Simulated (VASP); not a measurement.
# TePb4Se3 (P4/mmm) in VASP: notebook

The runs below take TePb4Se3 through single point, relaxation of cell and atoms, with PBE.

Program: VASP 6.6.1. These are calculated values, not measurements. Logs are shortened: lines on timing, memory, paths and dates and some standing lists are left out, and cuts for length are marked.

### Step 1. The cell of the first run

It takes space group P4/mmm (No. 123, tetragonal). Conventional cell: a = 4.414 Å, b = 4.414 Å, c = 12.486 Å, α = 90.00°, β = 90.00°, γ = 90.00°. Within 4.1 Å of Te (site symmetry 4/mmm) lie 6 Pb at 3.12 Å. Within 4.1 Å of Pb (site symmetry 4/mmm) lie 4 Te at 3.12 Å and 2 Se at 3.12 Å. Within 4.1 Å of Pb (site symmetry 4mm) lie 5 Se at 3.12 Å and 1 Te at 3.12 Å. Pb (site symmetry 4/mmm) has 6 Se at 3.12 Å within 4.1 Å. Within 4.1 Å of Se (site symmetry 4mm) lie 6 Pb at 3.12 Å. Within 4.1 Å of Se (site symmetry 4/mmm) lie 6 Pb at 3.12 Å.

### Step 2. Single point, PBE

Input file INCAR:

```
PREC     = Accurate       # precision mode
ENCUT    = 520            # plane-wave cutoff, eV
EDIFF    = 1E-7           # SCF threshold, eV
ISMEAR   = 0              # smearing method
SIGMA    = 0.1            # smearing width, eV
LREAL    = False          # projectors in reciprocal space
LASPH    = True           # aspherical terms in the spheres
NELM     = 60             # most SCF steps
ALGO     = Normal         # electronic algorithm
ISIF     = 2              # what is computed and relaxed
LWAVE    = False          # write WAVECAR
LCHARG   = False          # write CHGCAR
GGA      = PE             # functional
NBANDS   = 50             # bands
```

Input file KPOINTS:

```
regular mesh
0
Gamma
  4 4 2
```

Input file POSCAR:

```
TePb4Se3
1.0
    4.4143445800      0.0000000000      0.0000000000
    0.0000000000      4.4143445800      0.0000000000
    0.0000000000      0.0000000000     12.4856519600
Te Pb Se
1 4 3
Direct
    0.5000000000      0.5000000000      0.0000000000
    0.0000000000      0.0000000000      0.0000000000
    0.5000000000      0.5000000000      0.2500000000
    0.0000000000      0.0000000000      0.5000000000
    0.5000000000      0.5000000000      0.7500000000
    0.0000000000      0.0000000000      0.2500000000
    0.5000000000      0.5000000000      0.5000000000
    0.0000000000      0.0000000000      0.7500000000
```

Potentials or basis: VASP PAW PBE potentials, release 64 (Te, Pb_d, Se).

On the command line:

```console
cat potpaw_PBE.64/Te/POTCAR potpaw_PBE.64/Pb_d/POTCAR potpaw_PBE.64/Se/POTCAR > POTCAR
mpirun -np 1 vasp_std > vasp.out
```

OUTCAR:

```text
PREC = Accurate
   ENCUT = 520
   EDIFF = 1E-7
   ISMEAR = 0
   LREAL = False
   LASPH = True
   NELM = 60
   ISIF = 2
   GGA = PE

 ion  position               nearest neighbor table
   1  0.500  0.500  0.000-   2 3.12   2 3.12   2 3.12   2 3.12   5 3.12   3 3.12
   2  0.000  0.000  0.000-   1 3.12   1 3.12   1 3.12   1 3.12   8 3.12   6 3.12
   3  0.500  0.500  0.250-   6 3.12   6 3.12   6 3.12   6 3.12   7 3.12   1 3.12
   4  0.000  0.000  0.500-   7 3.12   7 3.12   7 3.12   7 3.12   8 3.12   6 3.12
   5  0.500  0.500  0.750-   8 3.12   8 3.12   8 3.12   8 3.12   1 3.12   7 3.12
   6  0.000  0.000  0.250-   3 3.12   3 3.12   3 3.12   3 3.12   4 3.12   2 3.12
   7  0.500  0.500  0.500-   4 3.12   4 3.12   4 3.12   4 3.12   5 3.12   3 3.12
   8  0.000  0.000  0.750-   5 3.12   5 3.12   5 3.12   5 3.12   2 3.12   4 3.12

  LATTYP: Found a simple tetragonal cell.
 ALAT       =     4.4143445800
 C/A-ratio  =     2.8284271275

  Lattice vectors:

 A1 = (   4.4143445800,   0.0000000000,   0.0000000000)
 A2 = (   0.0000000000,   4.4143445800,   0.0000000000)
 A3 = (   0.0000000000,   0.0000000000,  12.4856519600)

Analysis of symmetry for initial positions (statically):
=====================================================================
 Subroutine PRICEL returns:
 Original cell was already a primitive cell.

 Routine SETGRP: Setting up the symmetry group for a
 simple tetragonal supercell.

 Subroutine GETGRP returns: Found 16 space group operations
 (whereof 16 operations were pure point group operations)
 out of a pool of 16 trial point group operations.

The static configuration has the point symmetry D_4h.

Analysis of symmetry for dynamics (positions and initial velocities):
=====================================================================
 Subroutine PRICEL returns:
 Original cell was already a primitive cell.

 Routine SETGRP: Setting up the symmetry group for a
 simple tetragonal supercell.

 Subroutine GETGRP returns: Found 16 space group operations
 (whereof 16 operations were pure point group operations)
 out of a pool of 16 trial point group operations.

The dynamic configuration has the point symmetry D_4h.

 Subroutine INISYM returns: Found 16 space group operations
 (whereof 16 operations are pure point group operations),
 and found     1 'primitive' translations

----------------------------------------------------------------------------------------

                                     Primitive cell

  volume of cell :     243.3009

  direct lattice vectors                    reciprocal lattice vectors
     4.414344580  0.000000000  0.000000000     0.226534196  0.000000000  0.000000000
     0.000000000  4.414344580  0.000000000     0.000000000  0.226534196  0.000000000
     0.000000000  0.000000000 12.485651960     0.000000000  0.000000000  0.080091933

  length of vectors
     4.414344580  4.414344580 12.485651960     0.226534196  0.226534196  0.080091933

  position of ions in fractional coordinates (direct lattice)
     0.500000000  0.500000000  0.000000000
     0.000000000  0.000000000  0.000000000
     0.500000000  0.500000000  0.250000000
     0.000000000  0.000000000  0.500000000
     0.500000000  0.500000000  0.750000000
     0.000000000  0.000000000  0.250000000
     0.500000000  0.500000000  0.500000000
     0.000000000  0.000000000  0.750000000

  ion indices of the primitive-cell ions
   primitive index   ion index
                 1           1
                 2           2
                 3           3
                 4           4
                 5           5
                 6           6
                 7           7
                 8           8

----------------------------------------------------------------------------------------

 KPOINTS: regular mesh

Automatic generation of k-mesh.
 Grid dimensions read from file:
 generate k-points for:    4    4    2

 Generating k-lattice:

  Cartesian coordinates                     Fractional coordinates (reciprocal lattice)
     0.056633549  0.000000000  0.000000000     0.250000000  0.000000000  0.000000000
     0.000000000  0.056633549  0.000000000     0.000000000  0.250000000  0.000000000
     0.000000000  0.000000000  0.040045966     0.000000000  0.000000000  0.500000000

  Length of vectors
     0.056633549  0.056633549  0.040045966

  Shift w.r.t. Gamma in fractional coordinates (k-lattice)
     0.000000000  0.000000000  0.000000000

 Subroutine IBZKPT returns following result:
 ===========================================

 Found     12 irreducible k-points:

 Following reciprocal coordinates:
            Coordinates               Weight
  0.000000  0.000000  0.000000      1.000000
  0.250000  0.000000  0.000000      4.000000
  0.500000  0.000000  0.000000      2.000000
  0.250000  0.250000  0.000000      4.000000
  0.500000  0.250000  0.000000      4.000000
  0.500000  0.500000  0.000000      1.000000
  0.000000  0.000000  0.500000      1.000000
[... 33 lines left out ...]
   PSTRESS=    0.0 pullay stress
   NELECT =      80.0000    total number of electrons
   NUPDOWN=      -1.0000    fix difference up-down
   EMIN   =  10.00;   EMAX   =-10.00  energy-range for DOS
   EFERMI =   0.00;   METHOD = LEGACY
   ISMEAR =     0;   SIGMA  =   0.10  broadening in eV -4-tet -1-fermi 0-gaus
   EFERMI_NEDOS =   21; number of points for ismear=-14 and -15
   IALGO  =     38    algorithm
   IMIX   =      4    mixing-type and parameters
     AMIX     =   0.40;   BMIX     =  1.00
     AMIX_MAG =   1.60;   BMIX_MAG =  1.00
  volume/ion in A,a.u.               =      30.41       205.23
  Fermi-wavevector in a.u.,A,eV,Ry     =   1.129944  2.135285 17.371558  1.276774
  Thomas-Fermi vector in A             =   2.266639
   LORBIT       =      0    0 simple, 1 ext, 2 COOP (PROOUT), +10 PAW based schemes
   GGA     = PE    functional components
   LHFCALC =     F    Hartree Fock is set to
   AEXX    =    0.0000 exact exchange contribution
   IVDW    =     0    specifies the selected vdW correction
   LEPSILON=     F    determine dielectric tensor
   LRPA    =     F    only Hartree local field effects (RPA)
 non-spin polarized calculation
 Gauss-broadening in eV      SIGMA  =   0.10
  energy-cutoff  :      520.00
  volume of cell :      243.30
 maximum number of plane-waves:      6576
 NGX is ok and might be reduce to    36
   NGX = 17   NGY = 17   NGZ = 47

 number of electron      79.9999974 magnetization

 Free energy of the ion-electron system (eV)
  ---------------------------------------------------
  ext. energy  EPLUGINS =         0.00000000
  ---------------------------------------------------
  free energy    TOTEN  =       -31.83728536 eV

  energy without entropy =      -31.83530998  energy(sigma->0) =      -31.83629767

 E-fermi :   5.1642     XC(G=0):  -9.3928

 val. band max:        5.0454030197   @ k =   0.5000   0.0000   0.0000
 cond. band min:       5.2785355602   @ k =   0.5000   0.0000   0.0000
 fundamental gap:      0.2331325405
 Fermi energy:         5.1642133254

 k-point     1 :       0.0000    0.0000    0.0000
  band No.  band energies     occupation
      1     -11.8612      2.00000
      2     -11.8041      2.00000
      3     -11.7965      2.00000
      4     -11.7923      2.00000
      5     -11.7901      2.00000
      6     -11.7667      2.00000
[... 42 lines left out ...]
     49       9.5342      0.00000
     50       9.6518      0.00000

 k-point     2 :       0.2500    0.0000    0.0000
  band No.  band energies     occupation
      1     -11.8363      2.00000
      2     -11.8070      2.00000
      3     -11.7946      2.00000
      4     -11.7890      2.00000
      5     -11.7766      2.00000
      6     -11.7651      2.00000
[... 42 lines left out ...]
     49       8.4901      0.00000
     50       8.9568      0.00000

 k-point     3 :       0.5000    0.0000    0.0000
  band No.  band energies     occupation
      1     -11.8211      2.00000
      2     -11.7982      2.00000
      3     -11.7959      2.00000
      4     -11.7877      2.00000
      5     -11.7729      2.00000
      6     -11.7725      2.00000
[... 466 lines left out ...]
     49       9.2981      0.00000
     50       9.3172      0.00000

 k-point    12 :       0.5000    0.5000    0.5000
  band No.  band energies     occupation
      1     -11.8891      2.00000
      2     -11.8343      2.00000
      3     -11.8314      2.00000
      4     -11.8309      2.00000
      5     -11.7748      2.00000
      6     -11.7748      2.00000
[... 42 lines left out ...]
     49      10.4844      0.00000
     50      10.4948      0.00000

------------------------ aborting loop because EDIFF is reached ----------------------------------------

  FORCE on cell =-STRESS in cart. coord.  units (eV):
  Direction    XX          YY          ZZ          XY          YZ          ZX
  --------------------------------------------------------------------------------------
  -------------------------------------------------------------------------------------
  Total        2.5271289      2.5271289      2.4788888      0.0000000      0.0000000      0.0000000
  in kB       16.6415695     16.6415695     16.3239009      0.0000000      0.0000000      0.0000000
  external PRESSURE =      16.5356799 kB  Pullay stress =       0.0000000 kB

 VOLUME and BASIS-vectors are now :
 -----------------------------------------------------------------------------
  energy-cutoff  :      520.00
  volume of cell :      243.30
      direct lattice vectors                 reciprocal lattice vectors
     4.414344580  0.000000000  0.000000000     0.226534196  0.000000000  0.000000000
     0.000000000  4.414344580  0.000000000     0.000000000  0.226534196  0.000000000
     0.000000000  0.000000000 12.485651960     0.000000000  0.000000000  0.080091933

 POSITION                                       TOTAL-FORCE (eV/Angst)
 -----------------------------------------------------------------------------------
      2.20717      2.20717      0.00000         0.000000      0.000000     -0.000000
      0.00000      0.00000      0.00000         0.000000      0.000000     -0.000000
      2.20717      2.20717      3.12141         0.000000      0.000000      0.448164
      0.00000      0.00000      6.24283         0.000000      0.000000     -0.000000
      2.20717      2.20717      9.36424        -0.000000     -0.000000     -0.448164
      0.00000      0.00000      3.12141         0.000000      0.000000     -0.018535
      2.20717      2.20717      6.24283         0.000000      0.000000     -0.000000
      0.00000      0.00000      9.36424         0.000000      0.000000      0.018535
 -----------------------------------------------------------------------------------
    total drift:                                0.000000      0.000000      0.000000

  FREE ENERGIE OF THE ION-ELECTRON SYSTEM (eV)
  ---------------------------------------------------
  free  energy   TOTEN  =       -31.8372853576 eV

  energy  without entropy=      -31.8353099768  energy(sigma->0) =      -31.83629767
```

Run time: 4.8 min. Hardware: 1 thread of Intel Xeon 8259CL, shared host; peak memory 0.41 GiB.

What came out:

| Property | Result |
| --- | --- |
| Free energy | -31.8373 eV |
| Pressure | 1.7 GPa |
| Largest force | 0.448 eV/Å |
| Band gap on the k mesh | 0.23 eV |

Forces on the atoms (eV/Å):
```
Te   0.000  0.000  0.000
Pb   0.000  0.000  0.000
Pb   0.000  0.000  0.448
Pb   0.000  0.000  0.000
Pb   0.000  0.000 -0.448
Se   0.000  0.000 -0.019
Se   0.000  0.000  0.000
Se   0.000  0.000  0.019
```

Caveat: spin-orbit coupling is left out, which moves the levels of the heavy elements. A k mesh can miss the band edges.

### Step 3. Single point, PBE

This run uses another cell than the first one, of 31.58 Å³/atom.

Input file INCAR:

```
PREC = Accurate
ENCUT = 520
EDIFF = 1E-7
ISMEAR = 0
SIGMA = 0.1
LREAL = F
LASPH = T
NELM = 80
ALGO = Normal
ISIF = 2
LWAVE = F
LCHARG = T
GGA = PE
LELF = T
LVHAR = T
NBANDS = 50
```

Input file KPOINTS:

```
Automatic mesh
0
Gamma
  4 4 2
```

Input file POSCAR:

```
TePb4Se3
1.0
    4.4716663339      0.0000000000      0.0000000000
    0.0000000000      4.4716663339      0.0000000000
    0.0000000000      0.0000000000     12.6338074899
Te Pb Se
1 4 3
Direct
    0.5000000000      0.5000000000      0.0000000000
    0.0000000000      0.0000000000      0.0000000000
    0.5000000000      0.5000000000      0.2578666328
    0.0000000000      0.0000000000      0.5000000000
    0.5000000000      0.5000000000      0.7421333672
    0.0000000000      0.0000000000      0.2524394756
    0.5000000000      0.5000000000      0.5000000000
    0.0000000000      0.0000000000      0.7475605244
```

Potentials or basis: VASP PAW PBE potentials, release 64 (Te, Pb_d, Se).

On the command line:

```console
cat potpaw_PBE.64/Te/POTCAR potpaw_PBE.64/Pb_d/POTCAR potpaw_PBE.64/Se/POTCAR > POTCAR
mpirun -np 1 vasp_std > vasp.out
```

It took 5.4 min on 1 thread of Intel Xeon 8259CL, shared host; peak memory 0.42 GiB.

The run converged. Its results:

```yaml
Free_energy: -31.9208 eV
Pressure: -0.1 GPa
Largest_force: 0.018 eV/Å
Band_gap_on_the_k_mesh: 0.28 eV
```

Forces on the atoms (eV/Å):
```
Te   0.000  0.000  0.000
Pb   0.000  0.000  0.000
Pb   0.000  0.000 -0.018
Pb   0.000  0.000  0.000
Pb   0.000  0.000  0.018
Se   0.000  0.000  0.003
Se   0.000  0.000  0.000
Se   0.000  0.000 -0.003
```

Stress tensor (GPa, compression positive):
```
-0.10  0.00  0.00
 0.00 -0.10  0.00
 0.00  0.00 -0.24
```

Levels at points of the mesh, in eV from the valence-band top:
```tsv
k point	band 37	band 38	band 39	band 40	band 41	band 42	band 43	band 44
(0.00, 0.00, 0.00)	-1.57	-1.57	-1.49	-1.38	2.29	2.40	3.67	4.27
(0.50, 0.00, 0.00)	-0.79	-0.72	-0.13	0.00	0.28	0.54	1.40	1.42
(0.50, 0.50, 0.00)	-2.85	-2.81	-0.74	-0.54	1.75	1.83	3.71	3.71
(0.00, 0.00, 0.50)	-1.77	-1.77	-1.07	-0.72	2.34	2.62	3.76	4.04
(0.50, 0.00, 0.50)	-0.75	-0.66	-0.59	-0.23	0.89	0.92	1.01	1.32
(0.50, 0.50, 0.50)	-2.14	-2.05	-1.92	-1.83	3.36	3.59	3.76	3.78
```

Caveat: spin-orbit coupling is left out, which moves the levels of the heavy elements. A k mesh can miss the band edges.

### Step 4. Relaxation of cell and atoms, PBE

Input file INCAR:

```
SYSTEM = TePb4Se3
PREC = Accurate
ENCUT = 600
EDIFF = 1E-7
ISMEAR = 0
SIGMA = 0.1
LREAL = .False.
LASPH = .True.
NELM = 60
ALGO = Normal
ISIF = 3
LWAVE = .False.
LCHARG = .False.
GGA = PE
IBRION = 2
NSW = 90
EDIFFG = -0.04
```

Input file KPOINTS:

```
regular mesh
0
Gamma
  4 4 2
  0 0 0
```

Input file POSCAR:

```
TePb4Se3
1.0
    4.4143445800      0.0000000000      0.0000000000
    0.0000000000      4.4143445800      0.0000000000
    0.0000000000      0.0000000000     12.4856519600
Te Pb Se
1 4 3
Direct
    0.5000000000      0.5000000000      0.0000000000
    0.0000000000      0.0000000000      0.0000000000
    0.5000000000      0.5000000000      0.2500000000
    0.0000000000      0.0000000000      0.5000000000
    0.5000000000      0.5000000000      0.7500000000
    0.0000000000      0.0000000000      0.2500000000
    0.5000000000      0.5000000000      0.5000000000
    0.0000000000      0.0000000000      0.7500000000
```

On the command line:

```console
cat potpaw_PBE.64/Te/POTCAR potpaw_PBE.64/Pb_d/POTCAR potpaw_PBE.64/Se/POTCAR > POTCAR
mpirun -np 1 vasp_std > vasp.out
```

Wall time 31 min (1 thread of Intel Xeon 8259CL, shared host); peak memory 0.48 GiB.

The run converged. Its results:

| Property | Result |
| --- | --- |
| Free energy | -31.9201 eV |
| Relaxed volume | 31.52 Å³/atom |
| Relaxed cell | a = 4.469 Å, b = 4.469 Å, c = 12.626 Å, α = 90.00°, β = 90.00°, γ = 90.00° |
| Space group after relaxing (to 0.1 Å) | P4/mmm (No. 123) |
| Energy gained by relaxing | 10.3 meV/atom |
| Ionic steps | 8 |
| Pressure after relaxing | 0.0 GPa |
| Largest force after relaxing | 0.032 eV/Å |
| Band gap on the k mesh | 0.27 eV |

Forces on the atoms (eV/Å):
```
Te   0.000  0.000  0.000
Pb   0.000  0.000  0.000
Pb   0.000  0.000 -0.006
Pb   0.000  0.000  0.000
Pb   0.000  0.000  0.006
Se   0.000  0.000  0.032
Se   0.000  0.000  0.000
Se   0.000  0.000 -0.032
```

Stress tensor (GPa, compression positive):
```
 0.01  0.00  0.00
 0.00  0.01  0.00
 0.00  0.00 -0.15
```

Step by step:
```tsv
step	energy change (eV)	largest force (eV/Å)	pressure (GPa)	volume (Å³)
1	0.0000	0.4482	1.68	243.30
2	-0.0562	0.2926	-0.47	254.74
3	-0.0578	0.3126	-0.19	253.05
4	-0.0673	0.2392	-0.13	252.66
5	-0.0801	0.0967	0.05	251.51
6	-0.0815	0.0735	-0.03	252.03
7	-0.0818	0.0559	-0.10	252.45
8	-0.0827	0.0319	-0.05	252.15
```

Final structure:
```yaml
crystal:
  lattice:
    - [4.46881, 0.00000, 0.00000]
    - [0.00000, 4.46881, 0.00000]
    - [0.00000, 0.00000, 12.62626]
  atoms:
    - { symbol: Te, position: [0.50000, 0.50000, 0.00000] }
    - { symbol: Pb, position: [0.00000, 0.00000, 0.00000] }
    - { symbol: Pb, position: [0.50000, 0.50000, 0.25742] }
    - { symbol: Pb, position: [0.00000, 0.00000, 0.50000] }
    - { symbol: Pb, position: [0.50000, 0.50000, 0.74258] }
    - { symbol: Se, position: [0.00000, 0.00000, 0.25167] }
    - { symbol: Se, position: [0.50000, 0.50000, 0.50000] }
    - { symbol: Se, position: [0.00000, 0.00000, 0.74833] }
```

Levels at points of the mesh, in eV from the valence-band top:
```csv
k point,band 37,band 38,band 39,band 40,band 41,band 42,band 43,band 44
"(0.00, 0.00, 0.00)",-1.58,-1.58,-1.50,-1.38,2.29,2.39,3.66,4.28
"(0.50, 0.00, 0.00)",-0.79,-0.73,-0.13,0.00,0.27,0.54,1.40,1.42
"(0.50, 0.50, 0.00)",-2.86,-2.82,-0.75,-0.54,1.75,1.83,3.70,3.70
"(0.00, 0.00, 0.50)",-1.77,-1.77,-1.07,-0.73,2.34,2.61,3.75,4.03
"(0.50, 0.00, 0.50)",-0.75,-0.66,-0.59,-0.24,0.88,0.91,1.01,1.32
"(0.50, 0.50, 0.50)",-2.14,-2.04,-1.94,-1.84,3.39,3.56,3.75,3.79
```

Caveat: spin-orbit coupling is left out, which moves the levels of the heavy elements. A k mesh can miss the band edges.

### Step 5. The runs side by side

```csv
task,cell,cutoff (eV),gap on the mesh (eV),pressure (GPa),largest force (eV/Å)
single point,"a = 4.414, b = 4.414, c = 12.486 Å, 8 atoms, atomic positions A",520,0.23,1.7,0.45
single point,"a = 4.472, b = 4.472, c = 12.634 Å, 8 atoms, atomic positions B",520,0.28,-0.1,0.02
relaxation of cell and atoms,"relaxed from a = 4.414, b = 4.414, c = 12.486 Å, 8 atoms, atomic positions A",600,0.27,0.0,0.03
```

Alike in all rows: level PBE; potentials or basis VASP PAW PBE potentials, release 64 (Te, Pb_d, Se); no spin polarisation; k mesh 4 × 4 × 2; smearing gaussian 0.1 eV.

Caveats: spin-orbit coupling is left out, which moves the levels of the heavy elements.

Absolute energies hang on the potentials; compare differences alone.
